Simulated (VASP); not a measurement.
# Rh12O in VASP: single point with PBE

Aim: the single point of Rh12O with PBE.

Program: VASP 6.6.1. These are calculated values, not measurements. Logs are shortened: lines on timing, memory, paths and dates and some standing lists are left out, and cuts for length are marked.

## 1. The cell of the first run

The cell holds a slab with vacuum, 13 atoms: a = 5.417 Å, b = 5.417 Å, c = 19.174 Å, α = 90.00°, β = 90.00°, γ = 90.00°.

## 2. Single point, PBE

Input file INCAR:

```
SYSTEM = Rh12O
  PREC = Accurate
  ENCUT = 520
  EDIFF = 1E-6
  ISMEAR = 0
  SIGMA = 0.1
  LREAL = .False.
  LASPH = .True.
  NELM = 60
  ALGO = Normal
  ISIF = 2
  LWAVE = .False.
  LCHARG = .True.
  LDIPOL = .True.
  IDIPOL = 3
  DIPOL = 0.5 0.5 0.317
  GGA = PE
  LVHAR = .True.
  LVACPOTAV = .True.
  NBANDS = 105
  KPAR = 2
```

Input file KPOINTS:

```
regular mesh
0
Gamma
  5 5 1
  0 0 0
```

Input file POSCAR:

```
Rh12O
1.0
    5.4165863251      0.0000000000      0.0000000000
    0.0000000000      5.4165863251      0.0000000000
    0.0000000000      0.0000000000     19.1737394690
Rh O
12 1
Direct
    0.2500000000      0.2500000000      0.2086186686
    0.2500000000      0.7500000000      0.2086186686
    0.7500000000      0.2500000000      0.2086186686
    0.7500000000      0.7500000000      0.2086186686
    0.0000000000      0.0000000000      0.3044995961
    0.0000000000      0.5000000000      0.3044995961
    0.5000000000      0.0000000000      0.3044995961
    0.5000000000      0.5000000000      0.3044995961
    0.2500000000      0.2500000000      0.4002213278
    0.2500000000      0.7500000000      0.4002213278
    0.7500000000      0.2500000000      0.4002213278
    0.7500000000      0.7500000000      0.4002213278
    0.3333333333      0.5000000000      0.4677576433
```

Potentials or basis: VASP PAW PBE potentials, release 64 (Rh_pv, O).

Started as:

```
$ cat potpaw_PBE.64/Rh_pv/POTCAR potpaw_PBE.64/O/POTCAR > POTCAR
$ mpirun -np 2 vasp_std > vasp.out
```

OUTCAR:

```text
SYSTEM = Rh12O
   PREC = Accurate
   ENCUT = 520
   EDIFF = 1E-6
   ISMEAR = 0
   LREAL = .False.
   LASPH = .True.
   NELM = 60
   ISIF = 2
   GGA = PE

 ion  position               nearest neighbor table
   1  0.250  0.250  0.209-   5 2.65   6 2.65   7 2.65   8 2.65   2 2.71   3 2.71   2 2.71   3 2.71

   2  0.250  0.750  0.209-   5 2.65   6 2.65   7 2.65   8 2.65   1 2.71   4 2.71   1 2.71   4 2.71

   3  0.750  0.250  0.209-   5 2.65   6 2.65   7 2.65   8 2.65   1 2.71   4 2.71   4 2.71   1 2.71
[... 4 lines left out ...]
                             6 2.71   7 2.71   6 2.71   7 2.71
   6  0.000  0.500  0.304-   9 2.65  10 2.65  11 2.65  12 2.65   1 2.65   2 2.65   3 2.65   4 2.65
                             5 2.71   8 2.71   5 2.71   8 2.71
   7  0.500  0.000  0.304-   9 2.65  10 2.65  11 2.65  12 2.65   1 2.65   2 2.65   3 2.65   4 2.65
                             5 2.71   8 2.71   8 2.71   5 2.71
   8  0.500  0.500  0.304-   9 2.65  10 2.65  11 2.65  12 2.65   1 2.65   2 2.65   3 2.65   4 2.65
                             6 2.71   7 2.71   7 2.71   6 2.71
   9  0.250  0.250  0.400-  13 1.93   6 2.65   7 2.65   8 2.65   5 2.65  11 2.71  10 2.71  10 2.71
                            11 2.71
  10  0.250  0.750  0.400-  13 1.93   6 2.65   7 2.65   8 2.65   5 2.65  12 2.71   9 2.71   9 2.71
                            12 2.71
  11  0.750  0.250  0.400-   5 2.65   6 2.65   7 2.65   8 2.65   9 2.71  12 2.71  12 2.71   9 2.71

  12  0.750  0.750  0.400-   5 2.65   6 2.65   7 2.65   8 2.65  10 2.71  11 2.71  11 2.71  10 2.71

  13  0.333  0.500  0.468-   9 1.93  10 1.93

  LATTYP: Found a simple tetragonal cell.
 ALAT       =     5.4165863251
 C/A-ratio  =     3.5398197902

  Lattice vectors:

 A1 = (   5.4165863251,   0.0000000000,   0.0000000000)
 A2 = (   0.0000000000,   5.4165863251,   0.0000000000)
 A3 = (   0.0000000000,   0.0000000000,  19.1737394690)

Analysis of symmetry for initial positions (statically):
=====================================================================
 Subroutine PRICEL returns:
 Original cell was already a primitive cell.

 Routine SETGRP: Setting up the symmetry group for a
 simple tetragonal supercell.

 Subroutine GETGRP returns: Found  2 space group operations
 (whereof  2 operations were pure point group operations)
 out of a pool of 16 trial point group operations.

The static configuration has the point symmetry C_1h.

Analysis of symmetry for dynamics (positions and initial velocities):
=====================================================================
 Subroutine PRICEL returns:
 Original cell was already a primitive cell.

 Routine SETGRP: Setting up the symmetry group for a
 simple tetragonal supercell.

 Subroutine GETGRP returns: Found  2 space group operations
 (whereof  2 operations were pure point group operations)
 out of a pool of 16 trial point group operations.

The dynamic configuration has the point symmetry C_1h.

 Subroutine INISYM returns: Found  2 space group operations
 (whereof  2 operations are pure point group operations),
 and found     1 'primitive' translations

----------------------------------------------------------------------------------------

                                     Primitive cell

  volume of cell :     562.5462

  direct lattice vectors                    reciprocal lattice vectors
     5.416586325  0.000000000  0.000000000     0.184618123  0.000000000  0.000000000
     0.000000000  5.416586325  0.000000000     0.000000000  0.184618123  0.000000000
     0.000000000  0.000000000 19.173739469     0.000000000  0.000000000  0.052154667

  length of vectors
     5.416586325  5.416586325 19.173739469     0.184618123  0.184618123  0.052154667

  position of ions in fractional coordinates (direct lattice)
     0.250000000  0.250000000  0.208618669
     0.250000000  0.750000000  0.208618669
     0.750000000  0.250000000  0.208618669
     0.750000000  0.750000000  0.208618669
     0.000000000  0.000000000  0.304499596
     0.000000000  0.500000000  0.304499596
     0.500000000  0.000000000  0.304499596
     0.500000000  0.500000000  0.304499596
     0.250000000  0.250000000  0.400221328
     0.250000000  0.750000000  0.400221328
     0.750000000  0.250000000  0.400221328
     0.750000000  0.750000000  0.400221328
     0.333333333  0.500000000  0.467757643

  ion indices of the primitive-cell ions
   primitive index   ion index
[... 31 lines left out ...]

  Shift w.r.t. Gamma in fractional coordinates (k-lattice)
     0.000000000  0.000000000  0.000000000

 Subroutine IBZKPT returns following result:
 ===========================================

 Found      9 irreducible k-points:

 Following reciprocal coordinates:
            Coordinates               Weight
  0.000000  0.000000  0.000000      1.000000
  0.200000  0.000000  0.000000      2.000000
  0.000000  0.200000  0.000000      2.000000
  0.400000  0.000000  0.000000      2.000000
  0.000000  0.400000  0.000000      2.000000
  0.200000  0.200000  0.000000      4.000000
  0.400000  0.200000  0.000000      4.000000
 -0.200000  0.400000  0.000000      4.000000
  0.400000  0.400000  0.000000      4.000000
   k-points           NKPTS =      9   k-points in BZ     NKDIM =      9   number of bands    NBANDS=    105
   number of dos      NEDOS =    301   number of ions     NIONS =     13
   total plane-waves  NPLWV = 230400
   dimension x,y,z NGX =    40 NGY =   40 NGZ =  144
   dimension x,y,z NGXF=    80 NGYF=   80 NGZF=  288
   ions per type =              12   1
   NGX,Y,Z   is equivalent  to a cutoff of  12.28, 12.28, 12.49 a.u.
   NGXF,Y,Z  is equivalent  to a cutoff of  24.55, 24.55, 24.97 a.u.
 SYSTEM =  Rh12O
   PREC   = accura    normal or accurate (medium, high low for compatibility)
   ISTART =      0    job   : 0-new  1-cont  2-samecut
   ICHARG =      2    charge: 1-file 2-atom 10-const
   ISPIN  =      1    spin polarized calculation?
   LNONCOLLINEAR =      F non collinear calculations
   LSORBIT =      F    spin-orbit coupling
   LASPH  =      T    aspherical Exc in radial PAW
   ENCUT  =  520.0 eV  38.22 Ry    6.18 a.u.  10.07 10.07 35.65*2*pi/ulx,y,z
   NELM   =     60;   NELMIN=  2; NELMDL= -5     # of ELM steps
   EDIFF  = 0.1E-05   stopping-criterion for ELM
   LREAL  =      F    real-space projection
   EDIFFG = 0.1E-04   stopping-criterion for IOM
   NSW    =      0    number of steps for IOM
   IBRION =     -1    ionic relax: 0-MD 1-quasi-New 2-CG
   NFREE  =      0    steps in history (QN), initial steepest desc. (CG)
   ISIF   =      2    stress and relaxation
   ISYM   =      2    0-nonsym 1-usesym 2-fastsym
   POTIM  = 0.5000    time-step for ionic-motion
   TEBEG  =    0.0;   TEEND  =   0.0 temperature during run
   PSTRESS=    0.0 pullay stress
   NELECT =     186.0000    total number of electrons
   NUPDOWN=      -1.0000    fix difference up-down
   EMIN   =  10.00;   EMAX   =-10.00  energy-range for DOS
   EFERMI =   0.00;   METHOD = LEGACY
   ISMEAR =     0;   SIGMA  =   0.10  broadening in eV -4-tet -1-fermi 0-gaus
   EFERMI_NEDOS =   21; number of points for ismear=-14 and -15
   IALGO  =     38    algorithm
   IMIX   =      4    mixing-type and parameters
     AMIX     =   0.40;   BMIX     =  1.00
     AMIX_MAG =   1.60;   BMIX_MAG =  1.00
  volume/ion in A,a.u.               =      43.27       292.02
  Fermi-wavevector in a.u.,A,eV,Ry     =   1.132035  2.139235 17.435902  1.281503
  Thomas-Fermi vector in A             =   2.268735
   LORBIT       =      0    0 simple, 1 ext, 2 COOP (PROOUT), +10 PAW based schemes
   GGA     = PE    functional components
   LHFCALC =     F    Hartree Fock is set to
   AEXX    =    0.0000 exact exchange contribution
   IVDW    =     0    specifies the selected vdW correction
   LEPSILON=     F    determine dielectric tensor
   LRPA    =     F    only Hartree local field effects (RPA)
 non-spin polarized calculation
 Gauss-broadening in eV      SIGMA  =   0.10
  energy-cutoff  :      520.00
  volume of cell :      562.55
 maximum number of plane-waves:     15180
   NGX = 21   NGY = 21   NGZ = 71

 dipolmoment           0.000000      0.000000     -0.009525 electrons x Angstroem

 number of electron     186.0000091 magnetization

 dipolmoment           0.000000      0.000000      0.101192 electrons x Angstroem

 Free energy of the ion-electron system (eV)
  ---------------------------------------------------
  ext. energy  EPLUGINS =         0.00000000
  ---------------------------------------------------
  free energy    TOTEN  =       -85.31372702 eV

  energy without entropy =      -85.22506652  energy(sigma->0) =      -85.26939677

 E-fermi :  -0.0777     XC(G=0):  -5.2396

 val. band max:       -0.1100857412   @ k =   0.0000   0.0000   0.0000
 cond. band min:      -0.0681242546   @ k =   0.0000   0.2000   0.0000
 fundamental gap:      0.0419614866
 Fermi energy:        -0.0777042645

 k-point     1 :       0.0000    0.0000    0.0000
  band No.  band energies     occupation
      1     -47.3019      2.00000
      2     -47.1654      2.00000
      3     -47.1208      2.00000
      4     -47.0910      2.00000
      5     -47.0676      2.00000
      6     -47.0119      2.00000
[... 961 lines left out ...]
    104       1.0223      0.00000
    105       1.4165      0.00000

------------------------ aborting loop because EDIFF is reached ----------------------------------------

  FORCE on cell =-STRESS in cart. coord.  units (eV):
  Direction    XX          YY          ZZ          XY          YZ          ZX
  --------------------------------------------------------------------------------------
  -------------------------------------------------------------------------------------
  Total       -5.0493197     -6.2036046      1.8019226      0.0000000      0.0000000      1.3860404
  in kB      -14.3808743    -17.6683719      5.1320224      0.0000000      0.0000000      3.9475561
  external PRESSURE =      -8.9724079 kB  Pullay stress =       0.0000000 kB

 VOLUME and BASIS-vectors are now :
 -----------------------------------------------------------------------------
  energy-cutoff  :      520.00
  volume of cell :      562.55
      direct lattice vectors                 reciprocal lattice vectors
     5.416586325  0.000000000  0.000000000     0.184618123  0.000000000  0.000000000
     0.000000000  5.416586325  0.000000000     0.000000000  0.184618123  0.000000000
     0.000000000  0.000000000 19.173739469     0.000000000  0.000000000  0.052154667

 POSITION                                       TOTAL-FORCE (eV/Angst)
 -----------------------------------------------------------------------------------
      1.35415      1.35415      4.00000        -0.055835     -0.054223      0.074804
      1.35415      4.06244      4.00000        -0.055835      0.054223      0.074804
      4.06244      1.35415      4.00000        -0.050729      0.118894     -0.040566
      4.06244      4.06244      4.00000        -0.050729     -0.118894     -0.040566
      0.00000      0.00000      5.83840         0.012682      0.000000      0.073919
      0.00000      2.70829      5.83840        -0.348191      0.000000     -0.645932
      2.70829      0.00000      5.83840        -0.219535      0.000000      0.076279
      2.70829      2.70829      5.83840         0.327668      0.000000     -0.641778
      1.35415      1.35415      7.67374         0.031826     -0.403676      0.599735
      1.35415      4.06244      7.67374         0.031826      0.403676      0.599735
      4.06244      1.35415      7.67374         0.117081     -0.183413     -0.101764
      4.06244      4.06244      7.67374         0.117081      0.183413     -0.101764
      1.80553      2.70829      8.96866         0.142691      0.000000      0.073094
 -----------------------------------------------------------------------------------
    total drift:                               -0.000330      0.000000     -0.000492

  FREE ENERGIE OF THE ION-ELECTRON SYSTEM (eV)
  ---------------------------------------------------
  free  energy   TOTEN  =       -85.3137270236 eV

  energy  without entropy=      -85.2250665214  energy(sigma->0) =      -85.26939677

 vacuum level on the upper side and lower side of the slab         5.497         4.873
```

It took 12 min on 2 MPI ranks of Intel Xeon Platinum 8488C (Sapphire Rapids), shared host; peak memory 0.69 GiB.

What came out:

```yaml
Free_energy: -85.3137 eV
Largest_force: 0.734 eV/Å
Band_gap_on_the_k_mesh: zero (bands 93 and 94 overlap by 0.66 eV)
```

Forces on the atoms (eV/Å):
```
Rh  -0.056 -0.054  0.075
Rh  -0.056  0.054  0.075
Rh  -0.051  0.119 -0.041
Rh  -0.051 -0.119 -0.041
Rh   0.013  0.000  0.074
Rh  -0.348  0.000 -0.646
Rh  -0.220  0.000  0.076
Rh   0.328  0.000 -0.642
Rh   0.032 -0.404  0.600
Rh   0.032  0.404  0.600
Rh   0.117 -0.183 -0.102
Rh   0.117  0.183 -0.102
O    0.143  0.000  0.073
```

Levels at points of the mesh, in eV from the Fermi level:
| k point | band 91 | band 92 | band 93 | band 94 | band 95 | band 96 |
| --- | --- | --- | --- | --- | --- | --- |
| (0.00, 0.00, 0.00) | 0.28 | 0.29 | 0.32 | 0.39 | 0.48 | 0.59 |

The gap in the log of VASP goes by the Fermi energy; the results here count the filled bands.